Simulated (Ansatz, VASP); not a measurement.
# In3As: VASP and Ansatz over several settings

```
CELL_PARAMETERS angstrom
4.70262 0.00000 0.00000
0.00000 4.70262 0.00000
0.00000 0.00000 4.70262
ATOMIC_POSITIONS crystal
In 0.50000 0.50000 0.00000
In 0.50000 0.00000 0.50000
In 0.00000 0.50000 0.50000
As 0.00000 0.00000 0.00000
```

Single points on this cell with VASP 6.6.1 and Ansatz 0.2.0. Each row is one pair of runs. Alike in all rows: spin: off; k mesh: 6 × 6 × 6; smearing: fermi-dirac, width 0.05 eV.

| level | VASP's potentials, cutoff | Ansatz's potentials, cutoff | gap on the k mesh at the Fermi level (eV), VASP | gap on the k mesh at the Fermi level (eV), Ansatz | pressure (GPa), VASP | pressure (GPa), Ansatz |
| --- | --- | --- | --- | --- | --- | --- |
| LDA | VASP PAW LDA potentials, release 64 (In_d, As), 520 eV | Ansatz PAW, 420 eV | none | none | -4.5 | -4.5 |
| PBE | VASP PAW PBE potentials, release 64 (In_d, As), 520 eV | Ansatz PAW, 420 eV | none | none | -0.2 | -0.2 |
| r2SCAN | VASP PAW PBE potentials, release 64 (In_d, As), 520 eV | Ansatz PAW, 500 eV | none | none | -1.6 | -1.7 |

Pressure (GPa): the two programs differ by at most 0.06.

VASP's potentials hold 44 valence electrons a cell and Ansatz's 54, so a difference there can come from the potentials and not from the codes.

A gap of «none» marks a metal or a gap that the smearing closes.
